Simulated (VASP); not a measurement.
# Re3B2 (P-3m1) in VASP: single point with PBE

Aim: the single point of Re3B2 with PBE.

All numbers are computed with VASP 6.6.1; they aren't measurements. Logs are shortened: lines on timing, memory, paths and dates and some standing lists are left out, and cuts for length are marked.

## 1. The cell of the first run

The structure is trigonal, space group P-3m1 (No. 164). Conventional cell: a = 3.543 Å, b = 3.543 Å, c = 5.605 Å, α = 90.00°, β = 90.00°, γ = 120.00°. Re (site symmetry -3m) has 6 B at 2.41 Å and 6 Re at 2.84 Å within 3.2 Å. Re (site symmetry 3m) has 4 B at 2.16 to 2.37 Å and 6 Re at 2.64 to 2.84 Å within 2.9 Å. B (site symmetry 3m) has 7 Re at 2.16 to 2.41 Å within 2.9 Å.

## 2. Single point, PBE

Input file INCAR:

```
SYSTEM = Re3B2
PREC = Accurate ; ENCUT = 560
EDIFF = 1E-6 ; ISMEAR = 0
SIGMA = 0.1 ; LREAL = .FALSE.
LASPH = .TRUE. ; NELM = 120
ALGO = Normal ; ISIF = 2
LWAVE = .FALSE. ; LCHARG = .FALSE.
GGA = PE ; NBANDS = 34
GGA_COMPAT = .FALSE.
```

Input file KPOINTS:

```
regular mesh
0
G
  12 12 8
  0 0 0
```

Input file POSCAR:

```
Re3B2
1.0
    3.5429783526      0.0000000000      0.0000000000
   -1.7714891763      3.0683092584      0.0000000000
    0.0000000000      0.0000000000      5.6047703603
Re B
3 2
Direct
    0.0000000000      0.0000000000      0.0000000000
    0.3333333333      0.6666666667      0.6492193331
    0.6666666667      0.3333333333      0.3507806669
    0.3333333333      0.6666666667      0.2271934435
    0.6666666667      0.3333333333      0.7728065565
```

Potentials or basis: VASP PAW PBE potentials, release 64 (Re_sv_GW, B).

Started as:

```console
> cat potpaw_PBE.64/Re_sv_GW/POTCAR potpaw_PBE.64/B/POTCAR > POTCAR
> mpirun -np 1 vasp_std > vasp.out
```

OUTCAR:

```text
SYSTEM = Re3B2
   PREC = Accurate
   ENCUT = 560
   EDIFF = 1E-6
   ISMEAR = 0
   LREAL = .FALSE.
   LASPH = .TRUE.
   NELM = 120
   ISIF = 2
   GGA = PE

 ion  position               nearest neighbor table
   1  0.000  0.000  0.000-   4 2.41   5 2.41   4 2.41   5 2.41   5 2.41   4 2.41   2 2.84   3 2.84
                             2 2.84   3 2.84   2 2.84   3 2.84
   2  0.333  0.667  0.649-   5 2.16   5 2.16   5 2.16   4 2.37   3 2.64   3 2.64   3 2.64   1 2.84
                             1 2.84   1 2.84
   3  0.667  0.333  0.351-   4 2.16   4 2.16   4 2.16   5 2.37   2 2.64   2 2.64   2 2.64   1 2.84
                             1 2.84   1 2.84
   4  0.333  0.667  0.227-   3 2.16   3 2.16   3 2.16   2 2.37   1 2.41   1 2.41   1 2.41
   5  0.667  0.333  0.773-   2 2.16   2 2.16   2 2.16   3 2.37   1 2.41   1 2.41   1 2.41

  LATTYP: Found a hexagonal cell.
 ALAT       =     3.5429783526
 C/A-ratio  =     1.5819375120

  Lattice vectors:

 A1 = (   3.5429783526,   0.0000000000,   0.0000000000)
 A2 = (  -1.7714891763,   3.0683092584,   0.0000000000)
 A3 = (   0.0000000000,   0.0000000000,   5.6047703603)

Analysis of symmetry for initial positions (statically):
=====================================================================
 Subroutine PRICEL returns:
 Original cell was already a primitive cell.

 Routine SETGRP: Setting up the symmetry group for a
 hexagonal supercell.

 Subroutine GETGRP returns: Found 12 space group operations
 (whereof 12 operations were pure point group operations)
 out of a pool of 24 trial point group operations.

The static configuration has the point symmetry D_3d.

Analysis of symmetry for dynamics (positions and initial velocities):
=====================================================================
 Subroutine PRICEL returns:
 Original cell was already a primitive cell.

 Routine SETGRP: Setting up the symmetry group for a
 hexagonal supercell.

 Subroutine GETGRP returns: Found 12 space group operations
 (whereof 12 operations were pure point group operations)
 out of a pool of 24 trial point group operations.

The dynamic configuration has the point symmetry D_3d.

 Subroutine INISYM returns: Found 12 space group operations
 (whereof 12 operations are pure point group operations),
 and found     1 'primitive' translations

----------------------------------------------------------------------------------------

                                     Primitive cell

  volume of cell :      60.9292

  direct lattice vectors                    reciprocal lattice vectors
     3.542978353  0.000000000  0.000000000     0.282248408  0.162956194  0.000000000
    -1.771489176  3.068309258  0.000000000     0.000000000  0.325912389  0.000000000
     0.000000000  0.000000000  5.604770360     0.000000000  0.000000000  0.178419442

  length of vectors
     3.542978353  3.542978353  5.604770360     0.325912389  0.325912389  0.178419442

  position of ions in fractional coordinates (direct lattice)
     0.000000000  0.000000000  0.000000000
     0.333333333  0.666666667  0.649219333
     0.666666667  0.333333333  0.350780667
     0.333333333  0.666666667  0.227193443
     0.666666667  0.333333333  0.772806557

  ion indices of the primitive-cell ions
   primitive index   ion index
                 1           1
                 2           2
                 3           3
                 4           4
                 5           5

----------------------------------------------------------------------------------------

 KPOINTS: regular mesh

Automatic generation of k-mesh.
 Grid dimensions read from file:
 generate k-points for:   12   12    8

 Generating k-lattice:

  Cartesian coordinates                     Fractional coordinates (reciprocal lattice)
     0.023520701  0.013579683  0.000000000     0.083333333  0.000000000  0.000000000
     0.000000000  0.027159366  0.000000000     0.000000000  0.083333333  0.000000000
     0.000000000  0.000000000  0.022302430     0.000000000  0.000000000  0.125000000

  Length of vectors
     0.027159366  0.027159366  0.022302430

  Shift w.r.t. Gamma in fractional coordinates (k-lattice)
     0.000000000  0.000000000  0.000000000

 Subroutine IBZKPT returns following result:
 ===========================================

 Found    131 irreducible k-points:

 Following reciprocal coordinates:
            Coordinates               Weight
  0.000000  0.000000  0.000000      1.000000
  0.083333 -0.000000  0.000000      6.000000
  0.166667 -0.000000  0.000000      6.000000
  0.250000 -0.000000  0.000000      6.000000
  0.333333 -0.000000  0.000000      6.000000
  0.416667 -0.000000  0.000000      6.000000
[... 16 lines left out ...]
  0.166667 -0.000000  0.125000      6.000000
  0.000000  0.166667  0.125000      6.000000
 [... further k-points ...]
   k-points           NKPTS =    131   k-points in BZ     NKDIM =    131   number of bands    NBANDS=     34
   number of dos      NEDOS =    301   number of ions     NIONS =      5
   total plane-waves  NPLWV =  37632
   dimension x,y,z NGX =    28 NGY =   28 NGZ =   48
   dimension x,y,z NGXF=    56 NGYF=   56 NGZF=   96
   ions per type =               3   2
   NGX,Y,Z   is equivalent  to a cutoff of  13.14, 13.14, 14.24 a.u.
   NGXF,Y,Z  is equivalent  to a cutoff of  26.28, 26.28, 28.48 a.u.
 SYSTEM =  Re3B2
   PREC   = accura    normal or accurate (medium, high low for compatibility)
   ISTART =      0    job   : 0-new  1-cont  2-samecut
   ICHARG =      2    charge: 1-file 2-atom 10-const
   ISPIN  =      1    spin polarized calculation?
   LNONCOLLINEAR =      F non collinear calculations
   LSORBIT =      F    spin-orbit coupling
   LASPH  =      T    aspherical Exc in radial PAW
   ENCUT  =  560.0 eV  41.16 Ry    6.42 a.u.   6.84  6.84 10.81*2*pi/ulx,y,z
   NELM   =    120;   NELMIN=  2; NELMDL= -5     # of ELM steps
   EDIFF  = 0.1E-05   stopping-criterion for ELM
   LREAL  =      F    real-space projection
   EDIFFG = 0.1E-04   stopping-criterion for IOM
   NSW    =      0    number of steps for IOM
   IBRION =     -1    ionic relax: 0-MD 1-quasi-New 2-CG
   NFREE  =      0    steps in history (QN), initial steepest desc. (CG)
   ISIF   =      2    stress and relaxation
   ISYM   =      2    0-nonsym 1-usesym 2-fastsym
   POTIM  = 0.5000    time-step for ionic-motion
   TEBEG  =    0.0;   TEEND  =   0.0 temperature during run
   PSTRESS=    0.0 pullay stress
   NELECT =      51.0000    total number of electrons
   NUPDOWN=      -1.0000    fix difference up-down
   EMIN   =  10.00;   EMAX   =-10.00  energy-range for DOS
   EFERMI =   0.00;   METHOD = LEGACY
   ISMEAR =     0;   SIGMA  =   0.10  broadening in eV -4-tet -1-fermi 0-gaus
   EFERMI_NEDOS =   21; number of points for ismear=-14 and -15
   IALGO  =     38    algorithm
   IMIX   =      4    mixing-type and parameters
     AMIX     =   0.40;   BMIX     =  1.00
     AMIX_MAG =   1.60;   BMIX_MAG =  1.00
  volume/ion in A,a.u.               =      12.19        82.23
  Fermi-wavevector in a.u.,A,eV,Ry     =   1.542848  2.915559 32.387025  2.380379
  Thomas-Fermi vector in A             =   2.648594
   LORBIT       =      0    0 simple, 1 ext, 2 COOP (PROOUT), +10 PAW based schemes
   GGA     = PE    functional components
   LHFCALC =     F    Hartree Fock is set to
   AEXX    =    0.0000 exact exchange contribution
   IVDW    =     0    specifies the selected vdW correction
   LEPSILON=     F    determine dielectric tensor
   LRPA    =     F    only Hartree local field effects (RPA)
 non-spin polarized calculation
 Gauss-broadening in eV      SIGMA  =   0.10
  energy-cutoff  :      560.00
  volume of cell :       60.93
 maximum number of plane-waves:      1874
   NGX = 13   NGY = 13   NGZ = 21

 number of electron      50.9999999 magnetization

 Free energy of the ion-electron system (eV)
  ---------------------------------------------------
  ext. energy  EPLUGINS =         0.00000000
  ---------------------------------------------------
  free energy    TOTEN  =       -53.99728041 eV

  energy without entropy =      -53.97490038  energy(sigma->0) =      -53.98609040

 E-fermi :  11.3352     XC(G=0): -13.3525

 val. band max:       11.3320259684   @ k =   0.0000   0.4167   0.3750
 cond. band min:      11.3399117272   @ k =   0.2500   0.1667   0.2500
 fundamental gap:      0.0078857589
 Fermi energy:        11.3351558755

 k-point     1 :       0.0000    0.0000    0.0000
  band No.  band energies     occupation
      1     -69.1574      2.00000
      2     -68.9652      2.00000
      3     -68.8716      2.00000
      4     -31.1013      2.00000
      5     -31.0894      2.00000
      6     -30.9739      2.00000
[... 26 lines left out ...]
     33      16.9752      0.00000
     34      16.9752      0.00000

 k-point     2 :       0.0833   -0.0000    0.0000
  band No.  band energies     occupation
      1     -69.1572      2.00000
      2     -68.9641      2.00000
      3     -68.8730      2.00000
      4     -31.1258      2.00000
      5     -31.1135      2.00000
      6     -30.9945      2.00000
[... 26 lines left out ...]
     33      16.9163      0.00000
     34      17.1330      0.00000

 k-point     3 :       0.1667   -0.0000    0.0000
  band No.  band energies     occupation
      1     -69.1562      2.00000
      2     -68.9603      2.00000
      3     -68.8770      2.00000
      4     -31.1708      2.00000
      5     -31.1552      2.00000
      6     -31.0286      2.00000
[... 26 lines left out ...]
     33      17.1938      0.00000
     34      17.4143      0.00000

 k-point     4 :       0.2500   -0.0000    0.0000
  band No.  band energies     occupation
      1     -69.1548      2.00000
      2     -68.9542      2.00000
      3     -68.8832      2.00000
      4     -31.2028      2.00000
      5     -31.1942      2.00000
      6     -31.0620      2.00000
[... 26 lines left out ...]
     33      16.7017      0.00000
     34      17.2342      0.00000

 k-point     5 :       0.3333   -0.0000    0.0000
  band No.  band energies     occupation
      1     -69.1534      2.00000
      2     -68.9465      2.00000
      3     -68.8909      2.00000
      4     -31.2309      2.00000
      5     -31.2014      2.00000
      6     -31.0894      2.00000
[... 621 lines left out ...]
 k-point    22 :       0.0000    0.0833    0.1250
  band No.  band energies     occupation
      1     -69.1570      2.00000
      2     -68.9647      2.00000
      3     -68.8726      2.00000
      4     -31.1733      2.00000
      5     -31.0656      2.00000
      6     -31.0162      2.00000
[... 26 lines left out ...]
     33      16.9078      0.00000
     34      17.3970      0.00000

 k-point    23 :       0.1667   -0.0000    0.1250
  band No.  band energies     occupation
      1     -69.1560      2.00000
      2     -68.9606      2.00000
      3     -68.8767      2.00000
      4     -31.1857      2.00000
      5     -31.1023      2.00000
      6     -31.0031      2.00000
[... 26 lines left out ...]
     33      17.3846      0.00000
     34      17.7602      0.00000

 k-point    24 :       0.0000    0.1667    0.1250
  band No.  band energies     occupation
      1     -69.1560      2.00000
      2     -68.9608      2.00000
      3     -68.8765      2.00000
      4     -31.1966      2.00000
      5     -31.1425      2.00000
      6     -31.0455      2.00000
[... 26 lines left out ...]
     33      17.2026      0.00000
     34      17.3628      0.00000

 [... further k-points ...]
[... 5 lines left out ...]
  --------------------------------------------------------------------------------------
  -------------------------------------------------------------------------------------
  Total       -0.3821937     -0.3821937     -0.3811642      0.0000000      0.0000000      0.0000000
  in kB      -10.0500589    -10.0500589    -10.0229898      0.0000000      0.0000000      0.0000000
  external PRESSURE =     -10.0410359 kB  Pullay stress =       0.0000000 kB

 VOLUME and BASIS-vectors are now :
 -----------------------------------------------------------------------------
  energy-cutoff  :      560.00
  volume of cell :       60.93
      direct lattice vectors                 reciprocal lattice vectors
     3.542978353  0.000000000  0.000000000     0.282248408  0.162956194  0.000000000
    -1.771489176  3.068309258  0.000000000     0.000000000  0.325912389  0.000000000
     0.000000000  0.000000000  5.604770360     0.000000000  0.000000000  0.178419442

 POSITION                                       TOTAL-FORCE (eV/Angst)
 -----------------------------------------------------------------------------------
      0.00000      0.00000      0.00000         0.000000      0.000000     -0.000000
     -0.00000      2.04554      3.63873         0.000000      0.000000     -0.001938
      1.77149      1.02277      1.96605        -0.000000      0.000000      0.001938
     -0.00000      2.04554      1.27337         0.000000      0.000000     -0.005726
      1.77149      1.02277      4.33140         0.000000      0.000000      0.005726
 -----------------------------------------------------------------------------------
    total drift:                                0.000000     -0.000000     -0.000000

  FREE ENERGIE OF THE ION-ELECTRON SYSTEM (eV)
  ---------------------------------------------------
  free  energy   TOTEN  =       -53.9972804118 eV

  energy  without entropy=      -53.9749003812  energy(sigma->0) =      -53.98609040
```

Wall time 3.5 min (1 thread of Intel Xeon 6975P-C (Granite Rapids), shared host); peak memory 0.38 GiB.

Results:

- Free energy: -53.9973 eV
- Pressure: -1.0 GPa
- Largest force: 0.006 eV/Å
- Band gap on the k mesh: zero (an odd number of electrons rules out a gap without spin polarisation)

Forces in eV/Å, atoms in the order of the input:
```
Re   0.000  0.000  0.000
Re   0.000  0.000 -0.002
Re   0.000  0.000  0.002
B    0.000  0.000 -0.006
B    0.000  0.000  0.006
```

Caveat: spin-orbit coupling is left out, which moves the levels of the heavy elements.
